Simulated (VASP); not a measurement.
The system is Be2CdO3.

```
CELL_PARAMETERS angstrom
3.05524 0.00000 0.00000
0.00000 4.58594 0.00000
-0.42320 0.00000 4.52052
ATOMIC_POSITIONS crystal
Be 0.50000 0.83155 0.00000
Be 0.50000 0.16845 0.00000
Cd 0.50000 0.50000 0.50000
O 0.50000 0.50000 0.00000
O 0.00000 0.00000 0.50000
O 0.00000 0.50000 0.50000
```

The cell was built from a structure type or drawn by symmetry, and may not be a known phase.

| Item | Value |
| --- | --- |
| Program | VASP 6.6.1 |
| Task | relaxation of cell and atoms |
| Functional | PBE |
| Potentials or basis | VASP PAW PBE potentials, release 64 (Be, Cd, O) |
| Cutoff | 600 eV |
| k mesh | 4 × 3 × 3 |
| Occupations | gaussian, width 0.15 eV |
| Spin | no spin polarisation |

At the start: pressure 92.2 GPa; volume 10.56 Å³/atom.

Where does the relaxation end?

Over 15 steps the energy falls by 1881.5 meV/atom and the volume is 16.18 Å³/atom (+53.2 %); space group P2/m (No. 10, to 0.1 Å) before and after.

The path:
```
step  energy change (eV)  largest force (eV/Å)  pressure (GPa)  volume (Å³)
   1              0.0000                9.2438           92.21        63.34
   2             -1.1364               17.1104           -6.81       127.10
   3            -10.7492                3.5334            4.89        90.14
   4            -10.8219                3.0014            6.32        88.59
   5            -10.8517                2.4618            7.94        87.05
   6            -10.8443                3.1616           -4.12        96.31
   7            -11.0779                0.6502            1.10        91.35
   8            -11.1894                0.3086           -0.06        93.94
   9            -11.2558                0.2738           -1.28        97.70
  10            -11.2569                0.3684           -1.42        98.26
  11            -11.2807                0.3292           -0.04        97.39
  12            -11.2829                0.1724           -0.37        97.59
  13            -11.2842                0.2657            0.53        96.94
  14            -11.2851                0.0934            0.18        97.19
  15            -11.2888                0.0700            0.12        97.06
```

Final structure:
```yaml
crystal:
  lattice:
    - [3.93422, 0.00000, -0.18005]
    - [0.00000, 4.78703, 0.00000]
    - [-0.76077, 0.00000, 5.18836]
  atoms:
    - { symbol: Be, position: [0.50000, 0.79408, 0.00000] }
    - { symbol: Be, position: [0.50000, 0.20592, 0.00000] }
    - { symbol: Cd, position: [0.50000, 0.50000, 0.50000] }
    - { symbol: O, position: [0.50000, 0.50000, 0.00000] }
    - { symbol: O, position: [0.00000, 0.00000, 0.50000] }
    - { symbol: O, position: [0.00000, 0.50000, 0.50000] }
```

Caveat: the k points lie up to 0.44 Å⁻¹ apart in the final cell; the volume moved by over 15 % at a fixed basis, so the end points are rough; the relaxation stopped at a loose force limit of 0.08 eV/Å, so its end isn't a converged minimum.
